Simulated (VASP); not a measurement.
# Ti3Si (Fm-3m) in VASP: notebook

The runs below take Ti3Si through single point, with LDA.

All numbers are computed with VASP 6.6.1; they aren't measurements. Logs are shortened: lines on timing, memory, paths and dates and some standing lists are left out, and cuts for length are marked.

### 1 The cell of the first run

It takes space group Fm-3m (No. 225, cubic). Conventional cell: a = 6.028 Å, b = 6.028 Å, c = 6.028 Å, α = 90.00°, β = 90.00°, γ = 90.00°. Within 3.4 Å of Ti (site symmetry -43m) lie 10 Ti at 2.61 to 3.01 Å and 4 Si at 2.61 Å. Within 3.4 Å of Ti (site symmetry m-3m) lie 8 Ti at 2.61 Å and 6 Si at 3.01 Å. Si (site symmetry m-3m) has 14 Ti at 2.61 to 3.01 Å within 3.4 Å.

### 2 Single point, LDA

Contents of INCAR:

```
  ALGO = Normal
  EDIFF = 1E-6
  ENCUT = 520
  ISIF = 2
  ISMEAR = -1
  LASPH = True
  LCHARG = True
  LELF = True
  LREAL = False
  LVHAR = True
  LWAVE = False
  NBANDS = 28
  NELM = 100
  PREC = Accurate
  SIGMA = 0.1
```

Contents of KPOINTS:

```
k-points
0
Gamma
  8 8 8
```

Contents of POSCAR:

```
Ti3Si
1.0
    0.0000000000      3.0141822298      3.0141822298
    3.0141822298      0.0000000000      3.0141822298
    3.0141822298      3.0141822298      0.0000000000
Ti Si
3 1
Direct
    0.7500000000      0.7500000000      0.7500000000
    0.2500000000      0.2500000000      0.2500000000
    0.0000000000      0.0000000000      0.0000000000
    0.5000000000      0.5000000000      0.5000000000
```

Potentials or basis: VASP PAW LDA potentials, release 64 (Ti_sv, Si).

On the command line:

```bash
$ cat potpaw_LDA.64/Ti_sv/POTCAR potpaw_LDA.64/Si/POTCAR > POTCAR
$ mpirun -np 1 vasp_std > vasp.out
```

OUTCAR:

```text
EDIFF = 1E-6
   ENCUT = 520
   ISIF = 2
   ISMEAR = -1
   LASPH = True
   LREAL = False
   NELM = 100
   PREC = Accurate

 ion  position               nearest neighbor table
   1  0.750  0.750  0.750-   3 2.61   4 2.61   4 2.61   4 2.61   4 2.61   3 2.61   3 2.61   3 2.61

   2  0.250  0.250  0.250-   3 2.61   4 2.61   3 2.61   3 2.61   3 2.61   4 2.61   4 2.61   4 2.61

   3  0.000  0.000  0.000-   1 2.61   2 2.61   1 2.61   1 2.61   1 2.61   2 2.61   2 2.61   2 2.61
                             4 3.01   4 3.01   4 3.01   4 3.01   4 3.01   4 3.01
   4  0.500  0.500  0.500-   1 2.61   2 2.61   2 2.61   2 2.61   2 2.61   1 2.61   1 2.61   1 2.61
                             3 3.01   3 3.01   3 3.01   3 3.01   3 3.01   3 3.01

  LATTYP: Found a face centered cubic cell.
 ALAT       =     6.0283644596

  Lattice vectors:

 A1 = (   0.0000000000,   3.0141822298,   3.0141822298)
 A2 = (   3.0141822298,   0.0000000000,   3.0141822298)
 A3 = (   3.0141822298,   3.0141822298,   0.0000000000)

Analysis of symmetry for initial positions (statically):
=====================================================================
 Subroutine PRICEL returns:
 Original cell was already a primitive cell.

 Routine SETGRP: Setting up the symmetry group for a
 face centered cubic supercell.

 Subroutine GETGRP returns: Found 48 space group operations
 (whereof 48 operations were pure point group operations)
 out of a pool of 48 trial point group operations.

The static configuration has the point symmetry O_h .

Analysis of symmetry for dynamics (positions and initial velocities):
=====================================================================
 Subroutine PRICEL returns:
 Original cell was already a primitive cell.

 Routine SETGRP: Setting up the symmetry group for a
 face centered cubic supercell.

 Subroutine GETGRP returns: Found 48 space group operations
 (whereof 48 operations were pure point group operations)
 out of a pool of 48 trial point group operations.

The dynamic configuration has the point symmetry O_h .

 Subroutine INISYM returns: Found 48 space group operations
 (whereof 48 operations are pure point group operations),
 and found     1 'primitive' translations

----------------------------------------------------------------------------------------

                                     Primitive cell

  volume of cell :      54.7695

  direct lattice vectors                    reciprocal lattice vectors
     0.000000000  3.014182230  3.014182230    -0.165882472  0.165882472  0.165882472
     3.014182230  0.000000000  3.014182230     0.165882472 -0.165882472  0.165882472
     3.014182230  3.014182230  0.000000000     0.165882472  0.165882472 -0.165882472

  length of vectors
     4.262697389  4.262697389  4.262697389     0.287316870  0.287316870  0.287316870

  position of ions in fractional coordinates (direct lattice)
     0.750000000  0.750000000  0.750000000
     0.250000000  0.250000000  0.250000000
     0.000000000  0.000000000  0.000000000
     0.500000000  0.500000000  0.500000000

  ion indices of the primitive-cell ions
   primitive index   ion index
                 1           1
                 2           2
                 3           3
                 4           4

----------------------------------------------------------------------------------------

 KPOINTS: k-points

Automatic generation of k-mesh.
 Grid dimensions read from file:
 generate k-points for:    8    8    8

 Generating k-lattice:

  Cartesian coordinates                     Fractional coordinates (reciprocal lattice)
    -0.020735309  0.020735309  0.020735309     0.125000000  0.000000000  0.000000000
     0.020735309 -0.020735309  0.020735309     0.000000000  0.125000000  0.000000000
     0.020735309  0.020735309 -0.020735309     0.000000000  0.000000000  0.125000000

  Length of vectors
     0.035914609  0.035914609  0.035914609

  Shift w.r.t. Gamma in fractional coordinates (k-lattice)
     0.000000000  0.000000000  0.000000000

 Subroutine IBZKPT returns following result:
 ===========================================

 Found     29 irreducible k-points:

 Following reciprocal coordinates:
            Coordinates               Weight
  0.000000  0.000000  0.000000      1.000000
  0.125000  0.000000  0.000000      8.000000
  0.250000  0.000000  0.000000      8.000000
  0.375000  0.000000  0.000000      8.000000
  0.500000  0.000000  0.000000      4.000000
  0.125000  0.125000  0.000000      6.000000
[... 16 lines left out ...]
  0.500000  0.250000  0.125000     48.000000
 -0.375000  0.250000  0.125000     24.000000
 [... further k-points ...]
   k-points           NKPTS =     29   k-points in BZ     NKDIM =     29   number of bands    NBANDS=     28
   number of dos      NEDOS =    301   number of ions     NIONS =      4
   total plane-waves  NPLWV =  32768
   dimension x,y,z NGX =    32 NGY =   32 NGZ =   32
   dimension x,y,z NGXF=    64 NGYF=   64 NGZF=   64
   ions per type =               3   1
   NGX,Y,Z   is equivalent  to a cutoff of  12.48, 12.48, 12.48 a.u.
   NGXF,Y,Z  is equivalent  to a cutoff of  24.96, 24.96, 24.96 a.u.
 SYSTEM =  unknown system
   PREC   = accura    normal or accurate (medium, high low for compatibility)
   ISTART =      0    job   : 0-new  1-cont  2-samecut
   ICHARG =      2    charge: 1-file 2-atom 10-const
   ISPIN  =      1    spin polarized calculation?
   LNONCOLLINEAR =      F non collinear calculations
   LSORBIT =      F    spin-orbit coupling
   LASPH  =      T    aspherical Exc in radial PAW
   ENCUT  =  520.0 eV  38.22 Ry    6.18 a.u.   7.93  7.93  7.93*2*pi/ulx,y,z
   NELM   =    100;   NELMIN=  2; NELMDL= -5     # of ELM steps
   EDIFF  = 0.1E-05   stopping-criterion for ELM
   LREAL  =      F    real-space projection
   EDIFFG = 0.1E-04   stopping-criterion for IOM
   NSW    =      0    number of steps for IOM
   IBRION =     -1    ionic relax: 0-MD 1-quasi-New 2-CG
   NFREE  =      0    steps in history (QN), initial steepest desc. (CG)
   ISIF   =      2    stress and relaxation
   ISYM   =      2    0-nonsym 1-usesym 2-fastsym
   POTIM  = 0.5000    time-step for ionic-motion
   TEBEG  =    0.0;   TEEND  =   0.0 temperature during run
   PSTRESS=    0.0 pullay stress
   NELECT =      40.0000    total number of electrons
   NUPDOWN=      -1.0000    fix difference up-down
   EMIN   =  10.00;   EMAX   =-10.00  energy-range for DOS
   EFERMI =   0.00;   METHOD = LEGACY
   ISMEAR =    -1;   SIGMA  =   0.10  broadening in eV -4-tet -1-fermi 0-gaus
   EFERMI_NEDOS =   21; number of points for ismear=-14 and -15
   IALGO  =     38    algorithm
   IMIX   =      4    mixing-type and parameters
     AMIX     =   0.40;   BMIX     =  1.00
     AMIX_MAG =   1.60;   BMIX_MAG =  1.00
  volume/ion in A,a.u.               =      13.69        92.40
  Fermi-wavevector in a.u.,A,eV,Ry     =   1.474287  2.785998 29.572558  2.173522
  Thomas-Fermi vector in A             =   2.589077
   LORBIT       =      0    0 simple, 1 ext, 2 COOP (PROOUT), +10 PAW based schemes
   GGA     = CA    functional components
   LHFCALC =     F    Hartree Fock is set to
   AEXX    =    0.0000 exact exchange contribution
   IVDW    =     0    specifies the selected vdW correction
   LEPSILON=     F    determine dielectric tensor
   LRPA    =     F    only Hartree local field effects (RPA)
 non-spin polarized calculation
  energy-cutoff  :      520.00
  volume of cell :       54.77
 maximum number of plane-waves:      1490
   NGX = 15   NGY = 15   NGZ = 15

 number of electron      40.0000014 magnetization

 Free energy of the ion-electron system (eV)
  ---------------------------------------------------
  ext. energy  EPLUGINS =         0.00000000
  ---------------------------------------------------
  free energy    TOTEN  =       -33.14959113 eV

  energy without entropy =      -32.96842194  energy(sigma->0) =      -33.05900654

 E-fermi :  10.5908     XC(G=0): -12.6046

 val. band max:       10.5889005169   @ k =   0.2500   0.2500   0.0000
 cond. band min:      10.6141714699   @ k =   0.0000   0.0000   0.0000
 fundamental gap:      0.0252709530
 Fermi energy:        10.5908461167

 k-point     1 :       0.0000    0.0000    0.0000
  band No.  band energies     occupation
      1     -45.0218      2.00000
      2     -44.8342      2.00000
      3     -44.4841      2.00000
      4     -21.7480      2.00000
      5     -21.7480      2.00000
      6     -21.7480      2.00000
[... 20 lines left out ...]
     27      14.1422      0.00000
     28      14.3962      0.00000

 k-point     2 :       0.1250    0.0000    0.0000
  band No.  band energies     occupation
      1     -45.0103      2.00000
      2     -44.8377      2.00000
      3     -44.4925      2.00000
      4     -21.8331      2.00000
      5     -21.7975      2.00000
      6     -21.7975      2.00000
[... 20 lines left out ...]
     27      14.2446      0.00000
     28      14.4151      0.00000

 k-point     3 :       0.2500    0.0000    0.0000
  band No.  band energies     occupation
      1     -44.9794      2.00000
      2     -44.8479      2.00000
      3     -44.5143      2.00000
      4     -21.8786      2.00000
      5     -21.8522      2.00000
      6     -21.8522      2.00000
[... 20 lines left out ...]
     27      14.2506      0.00000
     28      14.2506      0.00000

 k-point     4 :       0.3750    0.0000    0.0000
  band No.  band energies     occupation
      1     -44.9392      2.00000
      2     -44.8647      2.00000
      3     -44.5386      2.00000
      4     -21.8900      2.00000
      5     -21.8900      2.00000
      6     -21.8692      2.00000
[... 20 lines left out ...]
     27      13.9827      0.00000
     28      13.9828      0.00000

 k-point     5 :       0.5000    0.0000    0.0000
  band No.  band energies     occupation
      1     -44.9122      2.00000
      2     -44.8811      2.00000
      3     -44.5496      2.00000
      4     -21.9034      2.00000
      5     -21.9034      2.00000
      6     -21.8479      2.00000
[... 20 lines left out ...]
     27      13.9759      0.00000
     28      13.9760      0.00000

 k-point     6 :       0.1250    0.1250    0.0000
  band No.  band energies     occupation
      1     -45.0066      2.00000
      2     -44.8386      2.00000
      3     -44.4954      2.00000
      4     -21.8554      2.00000
      5     -21.8554      2.00000
      6     -21.7526      2.00000
[... 463 lines left out ...]
      5     -22.0823      2.00000
      6     -21.7966      2.00000
[... 20 lines left out ...]
     27      13.8294      0.00000
     28      14.2608      0.00000

 k-point    22 :       0.3750    0.2500    0.1250
  band No.  band energies     occupation
      1     -44.9553      2.00000
      2     -44.8539      2.00000
      3     -44.5329      2.00000
      4     -21.9668      2.00000
      5     -21.9319      2.00000
      6     -21.8116      2.00000
[... 20 lines left out ...]
     27      14.2021      0.00000
     28      14.4621      0.00000

 k-point    23 :       0.5000    0.2500    0.1250
  band No.  band energies     occupation
      1     -44.9211      2.00000
      2     -44.8667      2.00000
      3     -44.5552      2.00000
      4     -22.0029      2.00000
      5     -21.9154      2.00000
      6     -21.8507      2.00000
[... 20 lines left out ...]
     27      14.1119      0.00000
     28      14.1838      0.00000

 k-point    24 :      -0.3750    0.2500    0.1250
  band No.  band energies     occupation
      1     -44.8971      2.00000
      2     -44.8808      2.00000
      3     -44.5653      2.00000
      4     -22.0144      2.00000
      5     -21.8977      2.00000
      6     -21.8618      2.00000
[... 20 lines left out ...]
     27      13.7859      0.00000
     28      14.1943      0.00000

 [... further k-points ...]

------------------------ aborting loop because EDIFF is reached ----------------------------------------

  FORCE on cell =-STRESS in cart. coord.  units (eV):
  Direction    XX          YY          ZZ          XY          YZ          ZX
  --------------------------------------------------------------------------------------
  -------------------------------------------------------------------------------------
  Total        3.4387635      3.4387635      3.4387635     -0.0000000     -0.0000000      0.0000000
  in kB      100.5945332    100.5945332    100.5945332     -0.0000000     -0.0000000      0.0000000
  external PRESSURE =     100.5945332 kB  Pullay stress =       0.0000000 kB

 VOLUME and BASIS-vectors are now :
 -----------------------------------------------------------------------------
  energy-cutoff  :      520.00
  volume of cell :       54.77
      direct lattice vectors                 reciprocal lattice vectors
     0.000000000  3.014182230  3.014182230    -0.165882472  0.165882472  0.165882472
     3.014182230  0.000000000  3.014182230     0.165882472 -0.165882472  0.165882472
     3.014182230  3.014182230  0.000000000     0.165882472  0.165882472 -0.165882472

 POSITION                                       TOTAL-FORCE (eV/Angst)
 -----------------------------------------------------------------------------------
      4.52127      4.52127      4.52127         0.000000      0.000000      0.000000
      1.50709      1.50709      1.50709        -0.000000     -0.000000     -0.000000
      0.00000      0.00000      0.00000         0.000000      0.000000     -0.000000
      3.01418      3.01418      3.01418         0.000000      0.000000     -0.000000
 -----------------------------------------------------------------------------------
    total drift:                               -0.000000     -0.000000      0.000000

  FREE ENERGIE OF THE ION-ELECTRON SYSTEM (eV)
  ---------------------------------------------------
  free  energy   TOTEN  =       -33.1495911295 eV

  energy  without entropy=      -32.9684219433  energy(sigma->0) =      -33.05900654
```

Run time: 57 s. Hardware: 1 thread of Intel Xeon 8259CL, shared host; peak memory 0.17 GiB.

What came out:

- Free energy: -33.1496 eV
- Pressure: 10.1 GPa
- Band gap on the k mesh: zero (bands 20 and 21 overlap by 0.56 eV)

Caveat: the cell stands under pressure.

### 3 Single point, LDA

This run uses another cell than the first one, of 14.08 Å³/atom.

Contents of INCAR:

```
SYSTEM = Ti3Si
PREC = Accurate ; ENCUT = 520
EDIFF = 1E-7 ; ISMEAR = -1
SIGMA = 0.1 ; LREAL = .FALSE.
LASPH = .TRUE. ; NELM = 100
ALGO = Normal ; ISIF = 2
LWAVE = .FALSE. ; LCHARG = .FALSE.
NBANDS = 28
```

Contents of KPOINTS:

```
regular mesh
0
G
  8 8 8
  0 0 0
```

Contents of POSCAR:

```
Ti3Si
1.0
    0.0000000000      3.0422822692      3.0422822692
    3.0422822692      0.0000000000      3.0422822692
    3.0422822692      3.0422822692      0.0000000000
Ti Si
3 1
Direct
    0.7500000000      0.7500000000      0.7500000000
    0.2500000000      0.2500000000      0.2500000000
    0.0000000000      0.0000000000      0.0000000000
    0.5000000000      0.5000000000      0.5000000000
```

Potentials or basis: VASP PAW LDA potentials, release 64 (Ti_sv, Si).

On the command line:

```bash
$ cat potpaw_LDA.64/Ti_sv/POTCAR potpaw_LDA.64/Si/POTCAR > POTCAR
$ mpirun -np 1 vasp_std > vasp.out
```

Wall time 56 s (1 thread of Intel Xeon 8259CL, shared host); peak memory 0.17 GiB.

The run converged. Its results:

```yaml
Free_energy: -33.2227 eV
Pressure: 5.1 GPa
Band_gap_on_the_k_mesh: zero (bands 20 and 21 overlap by 0.53 eV)
```

Levels at points of the mesh, in eV from the Fermi level:
```tsv
k point	band 17	band 18	band 19	band 20	band 21	band 22	band 23	band 24
(0.00, 0.00, 0.00)	-2.34	-2.34	0.01	0.01	0.01	2.52	2.52	2.52
(0.50, 0.00, 0.00)	-0.57	-0.55	-0.55	-0.16	-0.16	0.78	0.95	0.95
(0.50, 0.50, 0.00)	-1.84	-1.84	-0.41	-0.33	-0.33	1.02	1.46	1.46
```

Caveat: the cell stands under pressure.

### 4 Single point, LDA

This run uses another cell than the first one, of 14.34 Å³/atom.

Contents of INCAR:

```
SYSTEM = Ti3Si
ALGO     = Normal         ! electronic algorithm
EDIFF    = 1E-6           ! SCF threshold, eV
ENCUT    = 520            ! plane-wave cutoff, eV
GGA      = CA             ! functional
ISIF     = 2              ! what is computed and relaxed
ISMEAR   = -1             ! smearing method
LASPH    = .TRUE.         ! aspherical terms in the spheres
LCHARG   = .TRUE.         ! write CHGCAR
LELF     = .TRUE.         ! ELF
LREAL    = .FALSE.        ! projectors in reciprocal space
LVHAR    = .TRUE.       
LWAVE    = .FALSE.        ! write WAVECAR
NBANDS   = 28             ! bands
NELM     = 100            ! most SCF steps
PREC     = Accurate       ! precision mode
SIGMA    = 0.1            ! smearing width, eV
```

Contents of KPOINTS:

```
k-points
0
G
  8 8 8
  0 0 0
```

Contents of POSCAR:

```
Ti3Si
1.0
    0.0000000000      3.0608797301      3.0608797301
    3.0608797301      0.0000000000      3.0608797301
    3.0608797301      3.0608797301      0.0000000000
Ti Si
3 1
Direct
    0.7500000000      0.7500000000      0.7500000000
    0.2500000000      0.2500000000      0.2500000000
    0.0000000000      0.0000000000      0.0000000000
    0.5000000000      0.5000000000      0.5000000000
```

On the command line:

```bash
$ cat potpaw_LDA.64/Ti_sv/POTCAR potpaw_LDA.64/Si/POTCAR > POTCAR
$ mpirun -np 1 vasp_std > vasp.out
```

It took 52 s on 1 thread of Intel Xeon 8259CL, shared host; peak memory 0.18 GiB.

It converged, with:

* Free energy: -33.2462 eV
* Pressure: 2.1 GPa
* Band gap on the k mesh: zero (bands 20 and 21 overlap by 0.51 eV)

Levels at points of the mesh, in eV from the Fermi level:
| k point | band 17 | band 18 | band 19 | band 20 | band 21 | band 22 | band 23 | band 24 |
| --- | --- | --- | --- | --- | --- | --- | --- | --- |
| (0.00, 0.00, 0.00) | -2.28 | -2.28 | 0.00 | 0.00 | 0.00 | 2.47 | 2.47 | 2.47 |
| (0.50, 0.00, 0.00) | -0.56 | -0.53 | -0.53 | -0.16 | -0.16 | 0.75 | 0.94 | 0.94 |
| (0.50, 0.50, 0.00) | -1.84 | -1.84 | -0.39 | -0.31 | -0.31 | 1.03 | 1.41 | 1.41 |

(Part 1 of 2 ends here.)
